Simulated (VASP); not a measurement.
# ZrB2 (P6/mmm) in VASP: a series of runs, part 2 of 2

VASP 6.6.1.

## (3) Single point, LDA

This run uses another cell than the first one, of 10.63 Å³/atom, 0.997 times its volume.

The input, INCAR:

```
PREC = Accurate ; ENCUT = 520
EDIFF = 1E-7 ; ISMEAR = 0
SIGMA = 0.15 ; LREAL = False
LASPH = True ; NELM = 100
ALGO = Normal ; ISIF = 2
LWAVE = False ; LCHARG = False
GGA = CA ; NBANDS = 16
```

The input, KPOINTS:

```
Automatic mesh
0
Gamma
  15 15 12
```

The input, POSCAR:

```
ZrB2
1.0
    3.1952000000      0.0000000000      0.0000000000
   -1.5976000000      2.7671243702      0.0000000000
    0.0000000000      0.0000000000      3.6052000000
Zr B
1 2
Direct
    0.0000000000      0.0000000000      0.0000000000
    0.3333333333      0.6666666667      0.5000000000
    0.6666666667      0.3333333333      0.5000000000
```

Potentials or basis: VASP PAW LDA potentials, release 64 (Zr_sv, B).

Command:

```console
$ cat potpaw_LDA.64/Zr_sv/POTCAR potpaw_LDA.64/B/POTCAR > POTCAR
$ mpirun -np 1 vasp_std > vasp.out
```

OUTCAR:

```text
PREC = Accurate
   ENCUT = 520
   EDIFF = 1E-7
   ISMEAR = 0
   LREAL = False
   LASPH = True
   NELM = 100
   ISIF = 2
   GGA = CA

 ion  position               nearest neighbor table
   1  0.000  0.000  0.000-   2 2.58   3 2.58   2 2.58   3 2.58   3 2.58   3 2.58   2 2.58   2 2.58
                             3 2.58   3 2.58   2 2.58   2 2.58
   2  0.333  0.667  0.500-   3 1.84   3 1.84   3 1.84   1 2.58   1 2.58   1 2.58   1 2.58   1 2.58
                             1 2.58
   3  0.667  0.333  0.500-   2 1.84   2 1.84   2 1.84   1 2.58   1 2.58   1 2.58   1 2.58   1 2.58
                             1 2.58

  LATTYP: Found a hexagonal cell.
 ALAT       =     3.1952000000
 C/A-ratio  =     1.1283174762

  Lattice vectors:

 A1 = (   3.1952000000,   0.0000000000,   0.0000000000)
 A2 = (  -1.5976000000,   2.7671243702,   0.0000000000)
 A3 = (   0.0000000000,   0.0000000000,   3.6052000000)

Analysis of symmetry for initial positions (statically):
=====================================================================
 Subroutine PRICEL returns:
 Original cell was already a primitive cell.

 Routine SETGRP: Setting up the symmetry group for a
 hexagonal supercell.

 Subroutine GETGRP returns: Found 24 space group operations
 (whereof 24 operations were pure point group operations)
 out of a pool of 24 trial point group operations.

The static configuration has the point symmetry D_6h.

Analysis of symmetry for dynamics (positions and initial velocities):
=====================================================================
 Subroutine PRICEL returns:
 Original cell was already a primitive cell.

 Routine SETGRP: Setting up the symmetry group for a
 hexagonal supercell.

 Subroutine GETGRP returns: Found 24 space group operations
 (whereof 24 operations were pure point group operations)
 out of a pool of 24 trial point group operations.

The dynamic configuration has the point symmetry D_6h.

[... 113 lines left out ...]
   EMIN   =  10.00;   EMAX   =-10.00  energy-range for DOS
   EFERMI =   0.00;   METHOD = LEGACY
   ISMEAR =     0;   SIGMA  =   0.15  broadening in eV -4-tet -1-fermi 0-gaus
   EFERMI_NEDOS =   21; number of points for ismear=-14 and -15
   IALGO  =     38    algorithm
   IMIX   =      4    mixing-type and parameters
     AMIX     =   0.40;   BMIX     =  1.00
     AMIX_MAG =   1.60;   BMIX_MAG =  1.00
  volume/ion in A,a.u.               =      10.63        71.70
  Fermi-wavevector in a.u.,A,eV,Ry     =   1.353153  2.557089 24.912588  1.831024
  Thomas-Fermi vector in A             =   2.480432
   LORBIT       =      0    0 simple, 1 ext, 2 COOP (PROOUT), +10 PAW based schemes
   GGA     = CA    functional components
   LHFCALC =     F    Hartree Fock is set to
   AEXX    =    0.0000 exact exchange contribution
   IVDW    =     0    specifies the selected vdW correction
   LEPSILON=     F    determine dielectric tensor
   LRPA    =     F    only Hartree local field effects (RPA)
 non-spin polarized calculation
 Gauss-broadening in eV      SIGMA  =   0.15
  energy-cutoff  :      520.00
  volume of cell :       31.88
 maximum number of plane-waves:       873
 NGX is ok and might be reduce to    24
   NGX = 11   NGY = 11   NGZ = 13

 number of electron      18.0000000 magnetization

 Free energy of the ion-electron system (eV)
  ---------------------------------------------------
  ext. energy  EPLUGINS =         0.00000000
  ---------------------------------------------------
  free energy    TOTEN  =       -27.36945867 eV

  energy without entropy =      -27.36682566  energy(sigma->0) =      -27.36814216

 E-fermi :  10.0331     XC(G=0): -12.4189

 val. band max:       10.0121530986   @ k =   0.4000   0.1333   0.0000
 cond. band min:      10.0388367825   @ k =   0.1333   0.1333   0.2500
 fundamental gap:      0.0266836839
 Fermi energy:        10.0331437687

 k-point     1 :       0.0000    0.0000    0.0000
  band No.  band energies     occupation
      1     -38.4222      2.00000
      2     -16.7530      2.00000
      3     -16.2132      2.00000
      4     -16.2132      2.00000
      5      -2.3515      2.00000
      6       7.5057      2.00000
[... 433 lines left out ...]
      3     -16.6080      2.00000
      4     -16.5809      2.00000
      5       1.9481      2.00000
      6       2.0134      2.00000
[... 8 lines left out ...]
     15      19.0268      0.00000
     16      19.3715      0.00000

 [... further k-points ...]
[... 5 lines left out ...]
  --------------------------------------------------------------------------------------
  -------------------------------------------------------------------------------------
  Total       -2.9754439     -2.9754439     -3.4852763      0.0000000      0.0000000      0.0000000
  in kB     -149.5568326   -149.5568326   -175.1829001      0.0000000      0.0000000      0.0000000
  external PRESSURE =    -158.0988551 kB  Pullay stress =       0.0000000 kB

 VOLUME and BASIS-vectors are now :
 -----------------------------------------------------------------------------
  energy-cutoff  :      520.00
  volume of cell :       31.88
      direct lattice vectors                 reciprocal lattice vectors
     3.195200000  0.000000000  0.000000000     0.312969454  0.180692999  0.000000000
    -1.597600000  2.767124370  0.000000000     0.000000000  0.361385997  0.000000000
     0.000000000  0.000000000  3.605200000     0.000000000  0.000000000  0.277377122

 POSITION                                       TOTAL-FORCE (eV/Angst)
 -----------------------------------------------------------------------------------
      0.00000      0.00000      0.00000        -0.000000      0.000000      0.000000
     -0.00000      1.84475      1.80260         0.000000      0.000000      0.000000
      1.59760      0.92237      1.80260        -0.000000     -0.000000      0.000000
 -----------------------------------------------------------------------------------
    total drift:                               -0.000000      0.000000      0.000000

  FREE ENERGIE OF THE ION-ELECTRON SYSTEM (eV)
  ---------------------------------------------------
  free  energy   TOTEN  =       -27.3694586717 eV

  energy  without entropy=      -27.3668256578  energy(sigma->0) =      -27.36814216
```

stdout:

```text
POSCAR found type information on POSCAR ZrB
 POSCAR found :  2 types and       3 ions
 scaLAPACK will be used
 LDA part: xc-table for (Slater(with rela. corr.)+CA(PZ))
 , standard interpolation
 POSCAR, INCAR and KPOINTS ok, starting setup
 FFT: planning ... GRIDC
 FFT: planning ... GRID_SOFT
 FFT: planning ... GRID
 WAVECAR not read
 entering main loop
```

Wall time 59 s (1 thread of Intel Xeon 6975P-C (Granite Rapids), shared host); peak memory 0.2 GiB.

Results:

```yaml
Free_energy: -27.3695 eV
Pressure: -15.8 GPa
Band_gap_on_the_k_mesh: zero (band 9 reaches 10.75 eV, above the bottom of band 10 at 9.82 eV)
```

Stress tensor (GPa, compression positive):
```
-14.96   0.00   0.00
  0.00 -14.96   0.00
  0.00   0.00 -17.52
```

Levels at points of the mesh, in eV from the Fermi level:
| k point | band 5 | band 6 | band 7 | band 8 | band 9 | band 10 | band 11 | band 12 | band 13 | band 14 |
| --- | --- | --- | --- | --- | --- | --- | --- | --- | --- | --- |
| (0.00, 0.00, 0.00) | -12.38 | -2.53 | -2.45 | -2.45 | -2.38 | 3.24 | 3.24 | 3.89 | 3.89 | 4.96 |
| (0.00, 0.00, 0.50) | -10.50 | -6.80 | -0.87 | -0.87 | 0.43 | 0.43 | 0.75 | 0.75 | 1.54 | 5.09 |

## (4) Single point, LDA

This run uses another cell than the first one, of 10.83 Å³/atom, 1.016 times its volume.

The input, INCAR:

```
SYSTEM = ZrB2
ALGO     = Normal         ! electronic algorithm
EDIFF    = 1E-6           ! SCF threshold, eV
ENCUT    = 520            ! plane-wave cutoff, eV
GGA      = CA             ! functional
ISIF     = 2              ! what is computed and relaxed
ISMEAR   = 0              ! smearing method
LASPH    = .True.         ! aspherical terms in the spheres
LCHARG   = .False.        ! write CHGCAR
LREAL    = .False.        ! projectors in reciprocal space
LWAVE    = .False.        ! write WAVECAR
NBANDS   = 16             ! bands
NELM     = 80             ! most SCF steps
PREC     = Accurate       ! precision mode
SIGMA    = 0.15           ! smearing width, eV
```

The input, KPOINTS:

```
k-points
0
Gamma
  15 15 12
  0 0 0
```

The input, POSCAR:

```
ZrB2
1.0
    3.2265000000      0.0000000000      0.0000000000
   -1.6132500000      2.7942309653      0.0000000000
    0.0000000000      0.0000000000      3.6052000000
Zr B
1 2
Direct
    0.0000000000      0.0000000000      0.0000000000
    0.3333333333      0.6666666667      0.5000000000
    0.6666666667      0.3333333333      0.5000000000
```

Command:

```console
$ cat potpaw_LDA.64/Zr_sv/POTCAR potpaw_LDA.64/B/POTCAR > POTCAR
$ mpirun -np 1 vasp_std > vasp.out
```

Run time: 52 s. Hardware: 1 thread of Intel Xeon 6975P-C (Granite Rapids), shared host; peak memory 0.2 GiB.

It converged, with:

- Free energy: -27.3014 eV
- Pressure: -19.6 GPa
- Band gap on the k mesh: zero (band 9 reaches 10.57 eV, above the bottom of band 10 at 9.63 eV)

Stress tensor (GPa, compression positive):
```
-19.92   0.00   0.00
  0.00 -19.92   0.00
  0.00   0.00 -19.04
```

Levels at points of the mesh, in eV from the Fermi level:
| k point | band 5 | band 6 | band 7 | band 8 | band 9 | band 10 | band 11 | band 12 | band 13 | band 14 |
| --- | --- | --- | --- | --- | --- | --- | --- | --- | --- | --- |
| (0.00, 0.00, 0.00) | -12.29 | -2.48 | -2.48 | -2.46 | -2.32 | 3.14 | 3.14 | 3.87 | 3.87 | 4.68 |
| (0.00, 0.00, 0.50) | -10.44 | -6.75 | -0.91 | -0.91 | 0.33 | 0.33 | 0.73 | 0.73 | 1.63 | 4.93 |

## (5) Single point, LDA

This run uses another cell than the first one, of 10.80 Å³/atom, 1.013 times its volume.

The input, INCAR:

```
SYSTEM = ZrB2
  PREC = Accurate
  ENCUT = 520
  EDIFF = 1E-7
  ISMEAR = 0
  SIGMA = 0.15
  LREAL = .FALSE.
  LASPH = .TRUE.
  NELM = 100
  ALGO = Normal
  ISIF = 2
  LWAVE = .FALSE.
  LCHARG = .FALSE.
  GGA = CA
  NBANDS = 16
```

The input, KPOINTS:

```
Automatic mesh
0
G
  15 15 12
  0 0 0
```

The input, POSCAR:

```
ZrB2
1.0
    3.1952000000      0.0000000000      0.0000000000
   -1.5976000000      2.7671243702      0.0000000000
    0.0000000000      0.0000000000      3.6633000000
Zr B
1 2
Direct
    0.0000000000      0.0000000000      0.0000000000
    0.3333333333      0.6666666667      0.5000000000
    0.6666666667      0.3333333333      0.5000000000
```

Command:

```console
$ cat potpaw_LDA.64/Zr_sv/POTCAR potpaw_LDA.64/B/POTCAR > POTCAR
$ mpirun -np 1 vasp_std > vasp.out
```

It took 60 s on 1 thread of Intel Xeon 6975P-C (Granite Rapids), shared host; peak memory 0.2 GiB.

Results (log left out):

* Free energy: -27.3044 eV
* Pressure: -18.5 GPa
* Band gap on the k mesh: zero (band 9 reaches 10.52 eV, above the bottom of band 10 at 9.63 eV)

Stress tensor (GPa, compression positive):
```
-16.22   0.00   0.00
  0.00 -16.22   0.00
  0.00   0.00 -23.19
```

Levels at points of the mesh, in eV from the Fermi level:
```
           k point  band 6  band 7  band 8  band 9  band 10  band 11  band 12  band 13
(0.00, 0.00, 0.00)   -2.54   -2.49   -2.30   -2.30     3.19     3.19     3.71     3.71
(0.00, 0.00, 0.50)   -6.76   -0.78   -0.78    0.58     0.58     0.75     0.75     1.27
```

## (6) Overview

| cell | gap on the mesh (eV) | pressure (GPa) |
| --- | --- | --- |
| a = 3.227, b = 3.226, c = 3.547 Å, angles 90.0, 90.0, 120.0°, 3 atoms | none | -16.8 |
| a = 3.195, b = 3.195, c = 3.605 Å, angles 90.0, 90.0, 120.0°, 3 atoms | none | -15.8 |
| a = 3.227, b = 3.226, c = 3.605 Å, angles 90.0, 90.0, 120.0°, 3 atoms | none | -19.6 |
| a = 3.195, b = 3.195, c = 3.663 Å, angles 90.0, 90.0, 120.0°, 3 atoms | none | -18.5 |

Alike in all rows: task single point; level LDA; potentials or basis VASP PAW LDA potentials, release 64 (Zr_sv, B); no spin polarisation; k mesh 15 × 15 × 12; cutoff (eV) 520; smearing gaussian 0.15 eV.

Total energies depend on the potentials used, so only differences within one code and one set of settings carry meaning.
